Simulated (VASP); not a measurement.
# C (P6_3/mmc) in VASP: notebook

Runs on C. Level: PBEsol. Tasks: single point, relaxation of cell and atoms.

Everything below comes from runs of VASP 6.6.1. Logs are shortened: lines on timing, memory, paths and dates and some standing lists are left out, and cuts for length are marked.

**1. The cell of the first run**

It takes space group P6_3/mmc (No. 194, hexagonal). The conventional cell has a = 2.459 Å, b = 2.459 Å, c = 7.245 Å, α = 90.00°, β = 90.00°, γ = 120.00°. C (site symmetry -6m2) has 3 C at 1.42 Å within 1.9 Å. Within 1.9 Å of C (site symmetry -6m2) lie 3 C at 1.42 Å.

**2. Single point, PBEsol**

File INCAR:

```
SYSTEM = C
PREC     = Accurate       ! precision mode
ENCUT    = 520            ! plane-wave cutoff, eV
EDIFF    = 1E-7           ! SCF threshold, eV
ISMEAR   = 0              ! smearing method
SIGMA    = 0.1            ! smearing width, eV
LREAL    = .FALSE.        ! projectors in reciprocal space
LASPH    = .TRUE.         ! aspherical terms in the spheres
NELM     = 60             ! most SCF steps
ALGO     = Normal         ! electronic algorithm
ISIF     = 2              ! what is computed and relaxed
LWAVE    = .FALSE.        ! write WAVECAR
LCHARG   = .FALSE.        ! write CHGCAR
GGA      = PS             ! functional
NBANDS   = 16             ! bands
```

File KPOINTS:

```
regular mesh
0
G
  21 21 6
  0 0 0
```

File POSCAR:

```
C
1.0
    2.4588910141      0.0000000000      0.0000000000
   -1.2294455071      2.1294620834      0.0000000000
    0.0000000000      0.0000000000      7.2447271598
C
4
Direct
    0.0000000000      0.0000000000      0.2500000000
    0.0000000000      0.0000000000      0.7500000000
    0.3333333333      0.6666666667      0.2500000000
    0.6666666667      0.3333333333      0.7500000000
```

Potentials or basis: VASP PAW PBE potentials, release 64 (C).

Command:

```console
$ cat potpaw_PBE.64/C/POTCAR > POTCAR
$ mpirun -np 1 vasp_std > vasp.out
```

OUTCAR:

```text
SYSTEM = C
   PREC = Accurate
   ENCUT = 520
   EDIFF = 1E-7
   ISMEAR = 0
   LREAL = .FALSE.
   LASPH = .TRUE.
   NELM = 60
   ISIF = 2
   GGA = PS

 ion  position               nearest neighbor table
   1  0.000  0.000  0.250-   3 1.42   3 1.42   3 1.42
   2  0.000  0.000  0.750-   4 1.42   4 1.42   4 1.42
   3  0.333  0.667  0.250-   1 1.42   1 1.42   1 1.42
   4  0.667  0.333  0.750-   2 1.42   2 1.42   2 1.42

  LATTYP: Found a hexagonal cell.
 ALAT       =     2.4588910141
 C/A-ratio  =     2.9463392718

  Lattice vectors:

 A1 = (   2.4588910141,   0.0000000000,   0.0000000000)
 A2 = (  -1.2294455071,   2.1294620834,   0.0000000000)
 A3 = (   0.0000000000,   0.0000000000,   7.2447271598)

Analysis of symmetry for initial positions (statically):
=====================================================================
 Subroutine PRICEL returns:
 Original cell was already a primitive cell.

 Routine SETGRP: Setting up the symmetry group for a
 hexagonal supercell.

 Subroutine GETGRP returns: Found 24 space group operations
 (whereof 12 operations were pure point group operations)
 out of a pool of 24 trial point group operations.

The static configuration has the point symmetry D_3d.
 The point group associated with its full space group is D_6h.

Analysis of symmetry for dynamics (positions and initial velocities):
=====================================================================
 Subroutine PRICEL returns:
 Original cell was already a primitive cell.

 Routine SETGRP: Setting up the symmetry group for a
 hexagonal supercell.

 Subroutine GETGRP returns: Found 24 space group operations
 (whereof 12 operations were pure point group operations)
 out of a pool of 24 trial point group operations.

The dynamic configuration has the point symmetry D_3d.
 The point group associated with its full space group is D_6h.

 Subroutine INISYM returns: Found 24 space group operations
 (whereof 12 operations are pure point group operations),
 and found     1 'primitive' translations

----------------------------------------------------------------------------------------

                                     Primitive cell

  volume of cell :      37.9342

  direct lattice vectors                    reciprocal lattice vectors
     2.458891014  0.000000000  0.000000000     0.406687403  0.234801081  0.000000000
    -1.229445507  2.129462083  0.000000000     0.000000000  0.469602163  0.000000000
[... 90 lines left out ...]
   LREAL  =      F    real-space projection
   EDIFFG = 0.1E-05   stopping-criterion for IOM
   NSW    =      0    number of steps for IOM
   IBRION =     -1    ionic relax: 0-MD 1-quasi-New 2-CG
   NFREE  =      0    steps in history (QN), initial steepest desc. (CG)
   ISIF   =      2    stress and relaxation
   ISYM   =      2    0-nonsym 1-usesym 2-fastsym
   POTIM  = 0.5000    time-step for ionic-motion
   TEBEG  =    0.0;   TEEND  =   0.0 temperature during run
   PSTRESS=    0.0 pullay stress
   NELECT =      16.0000    total number of electrons
   NUPDOWN=      -1.0000    fix difference up-down
   EMIN   =  10.00;   EMAX   =-10.00  energy-range for DOS
   EFERMI =   0.00;   METHOD = LEGACY
   ISMEAR =     0;   SIGMA  =   0.10  broadening in eV -4-tet -1-fermi 0-gaus
   EFERMI_NEDOS =   21; number of points for ismear=-14 and -15
   IALGO  =     38    algorithm
   IMIX   =      4    mixing-type and parameters
     AMIX     =   0.40;   BMIX     =  1.00
     AMIX_MAG =   1.60;   BMIX_MAG =  1.00
  volume/ion in A,a.u.               =       9.48        64.00
  Fermi-wavevector in a.u.,A,eV,Ry     =   1.227734  2.320082 20.508493  1.507332
  Thomas-Fermi vector in A             =   2.362687
   LORBIT       =      0    0 simple, 1 ext, 2 COOP (PROOUT), +10 PAW based schemes
   GGA     = PS    functional components
   LHFCALC =     F    Hartree Fock is set to
   AEXX    =    0.0000 exact exchange contribution
   IVDW    =     0    specifies the selected vdW correction
   LEPSILON=     F    determine dielectric tensor
   LRPA    =     F    only Hartree local field effects (RPA)
 non-spin polarized calculation
 Gauss-broadening in eV      SIGMA  =   0.10
  energy-cutoff  :      520.00
  volume of cell :       37.93
 maximum number of plane-waves:      1046
   NGX =  9   NGY =  9   NGZ = 27

 number of electron      15.9999994 magnetization

 Free energy of the ion-electron system (eV)
  ---------------------------------------------------
  ext. energy  EPLUGINS =         0.00000000
  ---------------------------------------------------
  free energy    TOTEN  =       -38.58020286 eV

  energy without entropy =      -38.57960532  energy(sigma->0) =      -38.57990409

 E-fermi :   3.9970     XC(G=0): -10.0192

 val. band max:        3.9947579039   @ k =   0.3333   0.3333   0.5000
 cond. band min:       4.0008393310   @ k =   0.3333   0.3333   0.3333
 fundamental gap:      0.0060814271
 Fermi energy:         3.9969898556

 k-point     1 :       0.0000    0.0000    0.0000
  band No.  band energies     occupation
      1     -15.6201      2.00000
      2     -15.4542      2.00000
      3      -4.3361      2.00000
      4      -2.9980      2.00000
      5       1.0094      2.00000
      6       1.0094      2.00000
[... 433 lines left out ...]
      3      -3.1504      2.00000
      4      -3.1105      2.00000
      5      -2.5194      2.00000
      6      -1.5146      2.00000
[... 8 lines left out ...]
     15      16.0246      0.00000
     16      16.1626      0.00000

 [... further k-points ...]

------------------------ aborting loop because EDIFF is reached ----------------------------------------

  FORCE on cell =-STRESS in cart. coord.  units (eV):
  Direction    XX          YY          ZZ          XY          YZ          ZX
  --------------------------------------------------------------------------------------
  -------------------------------------------------------------------------------------
  Total        0.2285210      0.2285210     -0.0087798     -0.0000000     -0.0000000     -0.0000000
  in kB        9.6517388      9.6517388     -0.3708210     -0.0000000     -0.0000000     -0.0000000
  external PRESSURE =       6.3108855 kB  Pullay stress =       0.0000000 kB

 VOLUME and BASIS-vectors are now :
 -----------------------------------------------------------------------------
  energy-cutoff  :      520.00
  volume of cell :       37.93
      direct lattice vectors                 reciprocal lattice vectors
     2.458891014  0.000000000  0.000000000     0.406687403  0.234801081  0.000000000
    -1.229445507  2.129462083  0.000000000     0.000000000  0.469602163  0.000000000
     0.000000000  0.000000000  7.244727160     0.000000000  0.000000000  0.138031423

 POSITION                                       TOTAL-FORCE (eV/Angst)
 -----------------------------------------------------------------------------------
      0.00000      0.00000      1.81118         0.000000      0.000000      0.000000
      0.00000      0.00000      5.43355        -0.000000     -0.000000      0.000000
     -0.00000      1.41964      1.81118        -0.000000      0.000000      0.000000
      1.22945      0.70982      5.43355         0.000000     -0.000000     -0.000000
 -----------------------------------------------------------------------------------
    total drift:                                0.000000     -0.000000      0.000000

  FREE ENERGIE OF THE ION-ELECTRON SYSTEM (eV)
  ---------------------------------------------------
  free  energy   TOTEN  =       -38.5802028590 eV

  energy  without entropy=      -38.5796053239  energy(sigma->0) =      -38.57990409
```

stdout:

```text
POSCAR found type information on POSCAR C
 POSCAR found :  1 types and       4 ions
 scaLAPACK will be used
 -----------------------------------------------------------------------------
|                                                                             |
|                                                                             |
|     You enforced a specific xc type in the INCAR file but a different       |
|     I HOPE YOU KNOW WHAT YOU ARE DOING!                                     |
|                                                                             |
 -----------------------------------------------------------------------------

 LDA part: xc-table for (Slater+PW92), standard interpolation
 POSCAR, INCAR and KPOINTS ok, starting setup
 FFT: planning ... GRIDC
 FFT: planning ... GRID_SOFT
 FFT: planning ... GRID
 WAVECAR not read
 entering main loop
```

Run time: 92 s. Hardware: 1 thread of Intel Xeon Platinum 8488C (Sapphire Rapids), shared host; peak memory 0.2 GiB.

What came out:

| Quantity | Value |
| --- | --- |
| Free energy | -38.5802 eV |
| Pressure | 0.6 GPa |
| Band gap on the k mesh | zero (band 8 reaches 4.00 eV, above the bottom of band 9 at 3.99 eV) |

Stress tensor (GPa, compression positive):
```
 0.97  0.00  0.00
 0.00  0.97  0.00
 0.00  0.00 -0.04
```

Levels at points of the mesh, in eV from the Fermi level:
```tsv
k point	band 4	band 5	band 6	band 7	band 8	band 9	band 10	band 11	band 12	band 13
(0.00, 0.00, 0.00)	-6.99	-2.99	-2.99	-2.98	-2.98	3.52	8.35	8.35	8.37	8.37
(0.00, 0.00, 0.50)	-7.72	-2.98	-2.98	-2.98	-2.98	5.63	5.63	8.36	8.36	8.36
```

Caveat: the PAW data sets were made with another functional, which shifts forces and pressure a little; this functional lacks dispersion, which binds the layers, so the pressure and a relaxed spacing across them are unreliable.

**3. Relaxation of cell and atoms, PBEsol**

This run uses another cell than the first one, of 8.87 Å³/atom, 0.936 times its volume.

File INCAR:

```
ALGO = Normal ; EDIFF = 1E-7
EDIFFG = -0.005 ; ENCUT = 600
GGA = PS ; IBRION = 2
ISIF = 3 ; ISMEAR = 0
LASPH = True ; LCHARG = False
LREAL = False ; LWAVE = False
NELM = 60 ; NSW = 70
PREC = Accurate ; SIGMA = 0.1
```

File KPOINTS:

```
k-points
0
Gamma
  21 21 6
```

File POSCAR:

```
C
1.0
    2.4649740423      0.0000000000      0.0000000000
   -1.2324870212      2.1347301403      0.0000000000
    0.0000000000      0.0000000000      6.7441727653
C
4
Direct
    0.0000000000      0.0000000000      0.2500000000
    0.0000000000      0.0000000000      0.7500000000
    0.3333333333      0.6666666667      0.2500000000
    0.6666666667      0.3333333333      0.7500000000
```

Potentials or basis: VASP PAW PBE potentials, release 64 (C).

Command:

```console
$ cat potpaw_PBE.64/C/POTCAR > POTCAR
$ mpirun -np 1 vasp_std > vasp.out
```

Wall time 7.4 min (1 thread of Intel Xeon Platinum 8488C (Sapphire Rapids), shared host); peak memory 0.21 GiB.

It converged, with:

```yaml
Free_energy: -38.5856 eV
Relaxed_volume: 9.33 Å³/atom
Relaxed_cell: a = 2.460 Å, b = 2.460 Å, c = 7.121 Å, α = 90.00°, β = 90.00°, γ = 120.00°
Space_group_after_relaxing_to_0.05_Å: P6_3/mmc (No. 194)
Energy_gained_by_relaxing: 1.5 meV/atom
Ionic_steps: 11
Pressure_after_relaxing: 0.0 GPa
Band_gap_on_the_k_mesh: zero (band 8 reaches 4.13 eV, above the bottom of band 9 at 4.12 eV)
```

Step by step:
| step | energy change (eV) | largest force (eV/Å) | pressure (GPa) | volume (Å³) |
| --- | --- | --- | --- | --- |
| 1 | 0.0000 | 0.0000 | -1.46 | 35.49 |
| 2 | 0.0051 | 0.0000 | 4.52 | 35.07 |
| 3 | -0.0014 | 0.0000 | 0.40 | 35.36 |
| 4 | -0.0019 | 0.0000 | 0.39 | 35.44 |
| 5 | -0.0030 | 0.0000 | 0.30 | 35.67 |
| 6 | -0.0047 | 0.0000 | 0.16 | 36.15 |
| 7 | -0.0061 | 0.0000 | -0.08 | 37.10 |
| 8 | -0.0061 | 0.0000 | -0.12 | 37.26 |
| 9 | -0.0061 | 0.0000 | -0.13 | 37.33 |
| 10 | -0.0042 | 0.0000 | 2.09 | 37.20 |
| 11 | -0.0061 | 0.0000 | 0.01 | 37.32 |

Final structure:
```
C
1.0
     2.46001    0.00000    0.00000
    -1.23001    2.13044    0.00000
     0.00000    0.00000    7.12053
C
4
Direct
  0.00000 0.00000 0.25000
  0.00000 0.00000 0.75000
  0.33333 0.66667 0.25000
  0.66667 0.33333 0.75000
```

Levels at points of the mesh, in eV from the Fermi level:
```csv
k point,band 5,band 6,band 7,band 8,band 9,band 10,band 11,band 12
"(0.00, 0.00, 0.00)",-2.99,-2.99,-2.98,-2.98,3.62,8.34,8.34,8.37
"(0.00, 0.00, 0.50)",-2.98,-2.98,-2.98,-2.98,5.84,5.84,8.35,8.35
```

Caveat: the PAW data sets were made with another functional, which shifts forces and pressure a little; this functional lacks dispersion, which binds the layers, so the pressure and a relaxed spacing across them are unreliable.
